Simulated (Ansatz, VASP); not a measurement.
## C in VASP and in Ansatz

```
C
1.0
     3.56028    0.00000    0.00000
     0.00000   -3.56028    0.00000
     0.00000    0.00000   -3.56028
C
8
Direct
  0.50000 0.00000 0.01404
  0.00000 0.50000 0.00000
  0.00000 0.00000 0.50000
  0.50000 0.50000 0.50000
  0.75000 0.75000 0.75000
  0.25000 0.25000 0.75000
  0.25000 0.75000 0.25000
  0.75000 0.25000 0.25000
```

Alike in both runs: task single point; functional r2SCAN; k mesh 6 × 6 × 6; occupations gaussian, width 0.05 eV; no spin polarisation.

|  | VASP | Ansatz |
| --- | --- | --- |
| version | VASP 6.6.1 | Ansatz 0.2.0 |
| potentials or method | VASP PAW PBE potentials, release 64 (C), cutoff 520 eV | scalar-relativistic, plane waves, PAW |
| valence electrons in the cell | 32 | 32 |

```tsv
	VASP	Ansatz	Ansatz less VASP
gap on the k mesh at the Fermi level (eV)	4.14	4.17	+0.030
least direct gap on the mesh (eV)	4.56	4.59	+0.024
pressure (GPa)	1.4	0.3	-1.11
traceless stress, the component that is largest in VASP (GPa)	-0.47	-0.40	+0.064
rms of the force components (eV/Å)	0.532	0.530	-0.0027
```

VASP's potentials were made for PBE, not for r2SCAN. Atom by atom the forces differ by 0.004 eV/Å (rms over components). With one functional, cell and mesh, what is left measures potentials, basis and numerics.
